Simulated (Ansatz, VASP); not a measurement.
**Mo: VASP beside Ansatz**

```xyz
1
Lattice="-1.5710 1.5710 1.6967 1.5710 -1.5710 1.6967 1.5710 1.5710 -1.6967" Properties=species:S:1:pos:R:3 pbc="T T T"
Mo    0.0000    0.0000    0.0000
```

Change from the starting cell: strain +0.000 along x and y, +0.080 along z, atoms carried along.

Alike in both runs: task single point; functional PBE; k mesh 22 × 22 × 22; occupations gaussian, width 0.15 eV; no spin polarisation.

|  | VASP | Ansatz |
| --- | --- | --- |
| version | VASP 6.6.1 | Ansatz 0.2.0 |
| potentials or method | VASP PAW PBE potentials, release 64 (Mo_sv), cutoff 520 eV | scalar-relativistic, plane waves, PAW |
| valence electrons in the cell | 14 | 14 |

```tsv
	VASP	Ansatz	Ansatz less VASP
gap on the k mesh at the Fermi level (eV)	none	none	-
pressure (GPa)	-12.4	-12.8	-0.45
traceless stress, the component that is largest in VASP (GPa)	-12.08	-12.10	-0.012
```

A gap of «none» marks a metal or a gap that the smearing closes. With one functional, cell and mesh, what is left measures potentials, basis and numerics.
